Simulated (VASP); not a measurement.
CdS: single point with PBE

CdS:

```
CELL_PARAMETERS angstrom
3.77879 0.00000 0.00000
0.00000 5.68951 0.00000
0.00000 0.00000 4.23459
ATOMIC_POSITIONS crystal
Cd 0.50000 0.50000 0.19627
Cd 0.00000 0.00000 0.80373
S 0.50000 0.00000 0.22732
S 0.00000 0.50000 0.77268
```

This cell differs from its parent crystal: strained.

| Property | Result |
| --- | --- |
| Program | VASP 6.6.1 |
| Task | single point |
| Functional | PBE |
| Potentials or basis | VASP PAW PBE potentials, release 64 (Cd, S) |
| Cutoff | 520 eV |
| k mesh | 10 × 8 × 10 |
| Occupations | gaussian, width 0.05 eV |
| Spin | no spin polarisation |
| Dipole correction | no |
| Further INCAR settings | ALGO = Normal; EDIFF = 1e-06; NBANDS = 26 |

The pressure is -2.4 GPa and the largest force is 0.429 eV/Å. The band gap on the k mesh is 0.10 eV (least direct gap 0.51 eV).

Forces on the atoms (eV/Å):
```
Cd   0.000  0.000  0.349
Cd   0.000  0.000 -0.349
S    0.000  0.000  0.429
S    0.000  0.000 -0.429
```

Stress tensor (GPa, compression positive):
```
 2.38  0.00  0.00
 0.00 -4.73  0.00
 0.00  0.00 -4.83
```

Levels at points of the mesh, in eV from the valence-band top:
```csv
k point,band 15,band 16,band 17,band 18,band 19,band 20,band 21,band 22
"(0.00, 0.00, 0.00)",-1.45,-1.30,-0.80,-0.41,0.10,0.15,5.84,8.14
"(0.50, 0.00, 0.00)",-2.09,-2.09,-0.72,-0.72,3.66,3.66,4.39,4.39
"(0.00, 0.50, 0.00)",-1.69,-1.69,-0.90,-0.90,2.33,2.33,5.87,5.87
"(0.50, 0.50, 0.00)",-0.64,-0.64,-0.43,-0.43,3.20,3.20,4.97,4.97
"(0.00, 0.00, 0.50)",-2.78,-1.82,-0.40,0.00,4.09,4.16,5.04,5.28
"(0.50, 0.00, 0.50)",-2.19,-2.19,-1.98,-1.98,0.23,0.23,5.89,5.89
"(0.00, 0.50, 0.50)",-0.33,-0.33,-0.12,-0.12,3.54,3.54,5.54,5.54
"(0.50, 0.50, 0.50)",-2.91,-2.91,-2.32,-2.32,2.78,2.78,5.95,5.95
```

It took 110 s on 1 thread of Intel(R) Xeon(R) 6975P-C (Granite Rapids), on a shared host, peak memory 0.44 GiB.

Caveat: the cell differs from its parent crystal (strained). A k mesh can miss the band edges.
